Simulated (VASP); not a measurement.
Input of a VASP 6.6.1 run:

The input INCAR:

```
SYSTEM = GaSbH4
ALGO = Normal
EDIFF = 1E-6
ENCUT = 520
GGA = PE
ISIF = 2
ISMEAR = 0
LASPH = .True.
LCHARG = .True.
LELF = .True.
LREAL = Auto
LVHAR = .True.
LWAVE = .False.
NBANDS = 62
NELM = 100
PREC = Accurate
SIGMA = 0.05
```

File KPOINTS:

```
k-points
0
Gamma
  1 1 1
  0 0 0
```

File POSCAR:

```
GaSbH4
1.0
   16.2000000000      0.0000000000      0.0000000000
    0.0000000000     14.9000000000      0.0000000000
    0.0000000000      0.0000000000     15.2000000000
Ga Sb H
4 4 16
Direct
    0.3739839853      0.3321791881      0.4334286768
    0.3739825227      0.5680178454      0.6644964069
    0.6319726011      0.3155561735      0.6806381232
    0.6055647328      0.5456988450      0.4552420411
    0.4983587678      0.4371146324      0.3702108074
    0.4983396385      0.6324985621      0.5616028521
    0.3065737870      0.4507983375      0.5482705994
    0.6955140998      0.4404678870      0.5584205672
    0.4176371077      0.2588939062      0.4895366000
    0.3121029135      0.3191383157      0.3560446732
    0.4587867056      0.5030327738      0.2882357801
    0.5577865699      0.3723845895      0.3022294875
    0.4176587902      0.5108007564      0.7363339528
    0.3120789345      0.6469405474      0.6772558541
    0.4587714324      0.7160732187      0.4969225369
    0.5577564187      0.7018849335      0.6250244002
    0.5827350225      0.3868117224      0.7359175387
    0.5828432256      0.2592377885      0.6106393425
    0.7155269332      0.2782385603      0.7172222162
    0.2365920733      0.3901089561      0.6077871329
    0.2345296756      0.5100586254      0.4901310737
    0.7623313692      0.4017707405      0.4794860090
    0.7622504207      0.5210173420      0.5964614905
    0.6463222727      0.6129554226      0.3892495292
```

Potentials or basis: VASP PAW PBE potentials, release 64 (Ga_d, Sb, H).

Launch:

```bash
$ cat potpaw_PBE.64/Ga_d/POTCAR potpaw_PBE.64/Sb/POTCAR potpaw_PBE.64/H/POTCAR > POTCAR
$ mpirun -np 1 vasp_gam > vasp.out
```

Problem. Estimate the largest force.

Solution. 0.154 eV/Å.

Problem. Estimate the gap between the frontier levels.

Solution. 3.84 eV.

Forces on the atoms (eV/Å):
```
Ga   0.002 -0.044  0.004
Ga   0.001 -0.003  0.044
Ga  -0.008  0.006 -0.007
Ga   0.008  0.028 -0.029
Sb  -0.029  0.002  0.127
Sb  -0.026 -0.133 -0.004
Sb   0.147  0.006 -0.005
Sb  -0.130 -0.060  0.057
H   -0.020  0.032 -0.023
H    0.020  0.005  0.024
H   -0.031  0.051 -0.070
H    0.055 -0.053 -0.058
H   -0.020  0.023 -0.032
H    0.020 -0.023 -0.004
H   -0.031  0.070 -0.050
H    0.055  0.059  0.053
H    0.010 -0.012 -0.011
H    0.010  0.012  0.012
H   -0.006  0.004 -0.003
H   -0.073 -0.053  0.054
H   -0.071  0.053 -0.052
H    0.065 -0.029 -0.072
H    0.065  0.072  0.030
H   -0.011 -0.014  0.015
```

Caveat: spin-orbit coupling is left out, which moves the levels of the heavy elements.
